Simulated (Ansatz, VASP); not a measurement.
## Two plane-wave programs on BeTe

Contents of POSCAR:

```
BeTe
1.0
    0.0000000000      2.8286228760      2.8286228760
    2.8286228760      0.0000000000      2.8286228760
    2.8286228760      2.8286228760      0.0000000000
Be Te
1 1
Direct
    0.0000000000      0.0000000000      0.0000000000
    0.2500000000      0.2500000000      0.2500000000
```

File INCAR.step1:

```
PREC     = Accurate       # precision mode
ENCUT    = 520            # plane-wave cutoff, eV
EDIFF    = 1E-5           # SCF threshold, eV
ISMEAR   = 0              # smearing method
SIGMA    = 0.01           # smearing width, eV
LREAL    = False          # projectors in reciprocal space
LASPH    = True           # aspherical terms in the spheres
NELM     = 80             # most SCF steps
ALGO     = Normal         # electronic algorithm
ISIF     = 2              # what is computed and relaxed
LWAVE    = True           # write WAVECAR
LCHARG   = False          # write CHGCAR
NBANDS   = 11             # bands
GGA      = PE             # functional
```

The input INCAR.step2:

```
PREC     = Accurate       # precision mode
ENCUT    = 520            # plane-wave cutoff, eV
EDIFF    = 1E-6           # SCF threshold, eV
ISMEAR   = 0              # smearing method
SIGMA    = 0.01           # smearing width, eV
LREAL    = False          # projectors in reciprocal space
LASPH    = True           # aspherical terms in the spheres
NELM     = 80             # most SCF steps
ALGO     = Normal         # electronic algorithm
ISIF     = 2              # what is computed and relaxed
LWAVE    = False          # write WAVECAR
LCHARG   = False          # write CHGCAR
GGA      = PE             # functional
LHFCALC  = True           # exact exchange
AEXX     = 0.5            # exact-exchange fraction
PRECFOCK = Normal       
NBANDS   = 11             # bands
ISTART   = 1
```

Contents of KPOINTS:

```
regular mesh
0
Gamma
  4 4 4
```

Input for Ansatz:

```yaml
crystal:
  lattice:
    - [0.0, 2.828622876, 2.828622876]
    - [2.828622876, 0.0, 2.828622876]
    - [2.828622876, 2.828622876, 0.0]
  atoms:
    - { symbol: Be, position: [0.0, 0.0, 0.0] }
    - { symbol: Te, position: [0.25, 0.25, 0.25] }
kpoints:
  mp_grid: { grid: [4, 4, 4] }
hamiltonian:
  xc: { exchange: pbe, correlation: pbe, exx: { coeff: 0.5 } }
scf:
  occupations: { method: fixed }
  n_extra_bands: 4
output:
  forces: true
  stress: true
  eigenvalues: true
```

Alike in both runs: task single point; functional PBE-based global hybrid; k mesh 4 × 4 × 4; no spin polarisation.

|  | VASP | Ansatz |
| --- | --- | --- |
| version | VASP 6.6.1 | Ansatz 0.2.0 |
| potentials or method | VASP PAW PBE potentials, release 64 (Be, Te) | plane waves |
| plane-wave cutoff (eV) | 520 | 420 |
| occupations | gaussian, width 0.01 eV | fixed |
| valence electrons in the cell | 8 | 18 |

Ansatz gave:

```
gap on the k mesh at the Fermi level (eV) : 4.80
pressure (GPa)                            : -1.4
```

Task: What did VASP give for the same quantities?

Result: gap on the k mesh at the Fermi level (eV): 4.87; pressure (GPa): -2.2.

VASP's potentials were made for PBE, not for PBE-based global hybrid. VASP's potentials hold 8 valence electrons a cell and Ansatz's 18, so a difference there can come from the potentials and not from the codes. Ansatz's warnings: stress exchange threshold loose, stress scf threshold loose.

The k mesh is coarse, so the values compare programs but aren't converged. Neither program's run includes spin-orbit coupling.
